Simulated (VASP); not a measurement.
# TaN: single point with PBE

TaN:

```
CELL_PARAMETERS angstrom
3.44385 0.00000 0.00000
0.00000 3.44385 0.00000
0.00000 0.00000 5.04246
ATOMIC_POSITIONS crystal
Ta 0.00000 0.00000 0.00000
Ta 0.50000 0.50000 0.00000
N 0.50000 0.00000 0.26700
N 0.00000 0.50000 0.73300
```

```yaml
Program: VASP 6.6.1
Task: single point
Functional: PBE
Potentials_or_basis: VASP PAW PBE potentials, release 64 (Ta_pv, N)
Cutoff: 520 eV
k_mesh: 8 × 8 × 6
Occupations: fermi-dirac, width 0.05 eV
Spin: no spin polarisation
```

The pressure is 28.0 GPa, the largest force is 3.273 eV/Å and the band gap on the k mesh is zero (band 16 reaches 4.74 eV, above the bottom of band 17 at 2.75 eV).

Forces in eV/Å, atoms in the order of the input:
```
Ta   0.000  0.000  0.000
Ta   0.000  0.000  0.000
N    0.000  0.000 -3.273
N    0.000  0.000  3.273
```

Stress tensor (GPa, compression positive):
```
 53.37   0.00   0.00
  0.00  53.37   0.00
  0.00   0.00 -22.69
```

Levels at points of the mesh, in eV from the Fermi level:
| k point | band 13 | band 14 | band 15 | band 16 | band 17 | band 18 | band 19 | band 20 |
| --- | --- | --- | --- | --- | --- | --- | --- | --- |
| (0.00, 0.00, 0.00) | -4.12 | -2.04 | -2.04 | 0.51 | 1.45 | 2.04 | 3.46 | 5.31 |
| (0.50, 0.00, 0.00) | -3.18 | -3.18 | 0.04 | 0.04 | 1.30 | 1.30 | 2.52 | 2.52 |
| (0.50, 0.50, 0.00) | -2.28 | -2.28 | -1.55 | -1.55 | -0.05 | -0.05 | 3.60 | 3.60 |
| (0.00, 0.00, 0.50) | -4.12 | -1.79 | -1.79 | 1.31 | 1.40 | 2.26 | 3.81 | 5.19 |
| (0.50, 0.00, 0.50) | -3.32 | -3.32 | 0.20 | 0.20 | 1.30 | 1.30 | 2.47 | 2.47 |
| (0.50, 0.50, 0.50) | -2.25 | -2.25 | -1.20 | -1.20 | -0.66 | -0.66 | 3.21 | 3.21 |

Run time: 32 s on 1 thread of Intel(R) Xeon(R) 6975P-C (Granite Rapids) (shared host), peak memory 0.22 GiB.

Caveat: spin-orbit coupling is left out, which moves the levels of the heavy elements; forces of over 1 eV/Å act on the atoms, so gaps and moduli don't describe the material at rest.
